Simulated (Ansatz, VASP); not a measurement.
**InSb in VASP and in Ansatz**

```
In Sb
1.0
     0.00000    3.31661    3.31661
     3.31661    0.00000    3.31661
     3.31661    3.31661    0.00000
In Sb
1 1
Cartesian
  0.0000 0.0000 0.0000
  1.6583 1.6583 1.6583
```

Alike in both runs: task single point; functional PBE; k mesh 4 × 4 × 4; occupations gaussian, width 0.1 eV; no spin polarisation.

|  | VASP | Ansatz |
| --- | --- | --- |
| version | VASP 6.6.1 | Ansatz 0.2.0 |
| potentials or method | VASP PAW PBE potentials, release 64 (In_d, Sb), cutoff 500 eV | scalar-relativistic, plane waves, PAW |
| valence electrons in the cell | 18 | 28 |

VASP gave:

* gap on the k mesh at the Fermi level (eV): none
* pressure (GPa): 0.4

Problem. What did Ansatz give for the same quantities?

Solution. gap on the k mesh at the Fermi level (eV): none; pressure (GPa): 0.5.

A gap of «none» marks a metal or a gap that the smearing closes. VASP's potentials hold 18 valence electrons a cell and Ansatz's 28, so a difference there can come from the potentials and not from the codes.

The k mesh is coarse, so the values compare programs but aren't converged. Neither program's run includes spin-orbit coupling.
